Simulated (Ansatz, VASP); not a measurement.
Two plane-wave programs on Ta4Rh

```
CELL_PARAMETERS angstrom
2.92536 0.00000 0.00000
-1.46268 2.53344 0.00000
0.00000 0.00000 11.92481
ATOMIC_POSITIONS crystal
Ta 0.33333 0.66667 0.81537
Ta 0.33333 0.66667 0.39478
Ta 0.66667 0.33333 0.18463
Ta 0.66667 0.33333 0.60522
Rh 0.00000 0.00000 0.00000
```

Change from the starting cell: species swapped into the Co4H type (P-3m1, No. 164).

Alike in both runs: task relaxation of cell and atoms; functional PBE; k mesh 12 × 12 × 4; occupations gaussian, width 0.1 eV; no spin polarisation.

|  | VASP | Ansatz |
| --- | --- | --- |
| version | VASP 6.6.1 | Ansatz 0.2.0 |
| potentials or method | VASP PAW PBE potentials, release 64 (Ta_pv, Rh_pv), cutoff 600 eV | scalar-relativistic, plane waves, PAW |
| valence electrons in the cell | 59 | 69 |

Ansatz gave:

| Property | Result |
| --- | --- |
| gap on the k mesh at the Fermi level, each at its own relaxed structure (eV) | none |
| relaxed volume (Å³/atom) | 17.70 |
| relaxed length of the cell vector where the two differ most in proportion (Å) | 11.943 |

Task: What did VASP give for the same quantities?

Result: gap on the k mesh at the Fermi level, each at its own relaxed structure (eV): none; relaxed volume (Å³/atom): 17.70; relaxed length of the cell vector where the two differ most in proportion (Å): 11.952.

A gap of «none» marks a metal or a gap that the smearing closes. VASP's potentials hold 59 valence electrons a cell and Ansatz's 69, so a difference there can come from the potentials and not from the codes.

Neither program's run includes spin-orbit coupling.
